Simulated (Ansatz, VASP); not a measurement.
This is a calculation of SiC for Ansatz 0.2.0.

input.yaml

```yaml
crystal:
  lattice:
    - [0.0, 2.179, 2.179]
    - [2.179, 0.0, 2.179]
    - [2.179, 2.179, 0.0]
  atoms:
    - { symbol: Si, position: [0.0, 0.0, 0.0] }
    - { symbol: C, position: [0.75, 0.75, 0.75] }
hamiltonian:
  xc: r2scan
  pseudopotentials: { kind: paw }
  dispersion: d3bj
kpoints:
  mp_grid: { grid: [10, 10, 10] }
scf:
  occupations: { method: fermi_dirac, width: 0.05 }
output:
  forces: true
  stress: true
  eigenvalues: true
```

Potentials or basis: Ansatz PAW.

Run with:

```sh
$ ansatz run input.yaml --threads 2 --pin off --max-ram 5120MiB --backend cpu --events-out ev --progress --plain --runs-dir out
```

Question: Translate it to VASP 6.6.1. Potentials there: VASP PAW PBE potentials, release 64 (Si, C).

Answer: As run (the cutoff follows the program's own potentials):

Contents of POSCAR:

```
SiC
1.0
    0.0000000000      2.1790000000      2.1790000000
    2.1790000000      0.0000000000      2.1790000000
    2.1790000000      2.1790000000      0.0000000000
Si C
1 1
Direct
    0.0000000000      0.0000000000      0.0000000000
    0.7500000000      0.7500000000      0.7500000000
```

INCAR.step1

```
PREC     = Accurate       # precision mode
ENCUT    = 660            # plane-wave cutoff, eV
ISMEAR   = -1             # smearing method
SIGMA    = 0.05           # smearing width, eV
LREAL    = F              # projectors in reciprocal space
LASPH    = T              # aspherical terms in the spheres
NELM     = 120            # most SCF steps
NBANDS   = 11             # bands
GGA      = PE             # functional
ALGO     = Normal         # electronic algorithm
EDIFF    = 1E-5           # SCF threshold, eV
LWAVE    = T              # write WAVECAR
LCHARG   = F              # write CHGCAR
GGA_COMPAT= F
```

The input INCAR.step2:

```
PREC     = Accurate       # precision mode
ENCUT    = 660            # plane-wave cutoff, eV
EDIFF    = 1E-6           # SCF threshold, eV
ISMEAR   = -1             # smearing method
SIGMA    = 0.05           # smearing width, eV
LREAL    = F              # projectors in reciprocal space
LASPH    = T              # aspherical terms in the spheres
NELM     = 120            # most SCF steps
ALGO     = Normal         # electronic algorithm
ISIF     = 2              # what is computed and relaxed
LWAVE    = F              # write WAVECAR
LCHARG   = F              # write CHGCAR
METAGGA  = R2SCAN         # meta-GGA
LMIXTAU  = T            
IVDW     = 12             # dispersion correction
VDW_S6   = 1.0          
VDW_S8   = 0.78981345   
VDW_A1   = 0.49484001   
VDW_A2   = 5.73083694   
NBANDS   = 11             # bands
ISTART   = 1            
GGA_COMPAT= F
```

KPOINTS

```
regular mesh
0
Gamma
  10 10 10
```

Potentials or basis: VASP PAW PBE potentials, release 64 (Si, C).

The run is started by

```console
$ cat potpaw_PBE.64/Si/POTCAR potpaw_PBE.64/C/POTCAR > POTCAR
$ cp INCAR.step1 INCAR
$ mpirun -np 1 vasp_std > vasp.out
$ cp INCAR.step2 INCAR
$ mpirun -np 1 vasp_std > vasp.out
```

Both were run:

|  | VASP | Ansatz | Ansatz less VASP |
| --- | --- | --- | --- |
| gap on the k mesh at the Fermi level (eV) | 1.73 | 1.71 | -0.013 |
| least direct gap on the mesh (eV) | 5.06 | 5.05 | -0.014 |
| pressure (GPa) | -2.9 | -2.5 | +0.39 |

VASP's potentials were made for PBE, not for r2SCAN.
